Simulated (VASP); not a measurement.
Runs of VASP 6.6.1 on Ir. The structure is that of space group Fd-3m (No. 227), or close to it. The cells are those of the table. 

```csv
task,cell,k mesh,cutoff (eV),gap on the mesh (eV),pressure (GPa)
single point,"a = 3.953 Å, angles 60.0°, 2 atoms",10 × 10 × 10,520,none,-0.3
single point,"a = 4.005 Å, angles 60.0°, 2 atoms",11 × 11 × 11,520,none,(a)
relaxation of cell and atoms,"relaxed from a = 3.780 Å, angles 60.0°, 2 atoms",10 × 10 × 10,600,none,0.0
single point,"a = 3.845 Å, angles 60.0°, 2 atoms",11 × 11 × 11,520,none,17.1
single point,"a = 3.953 Å, angles 60.0°, 2 atoms",11 × 11 × 11,520,none,-0.4
single point,"a = 3.788 Å, angles 60.0°, 2 atoms",11 × 11 × 11,520,none,29.5
single point,"a = 3.900 Å, angles 60.0°, 2 atoms",11 × 11 × 11,520,none,(b)
single point,"a = 4.105 Å, angles 60.0°, 2 atoms",11 × 11 × 11,520,none,-14.9
```

Alike in all rows: level revPBE; potentials or basis VASP PAW PBE potentials, release 64 (Ir); no spin polarisation; smearing fermi-dirac 0.1 eV.

**Question.** Fill in the values left out.

**Answer.** (a) -6.5; (b) 7.3.

Caveats: the PAW data sets were made with another functional, which shifts forces and pressure a little; spin-orbit coupling is left out, which moves the levels of the heavy elements.

A k mesh can miss the band edges, and the runs leave out spin-orbit coupling on Ir.

A gap of «none» marks levels without a gap at the run's occupations.
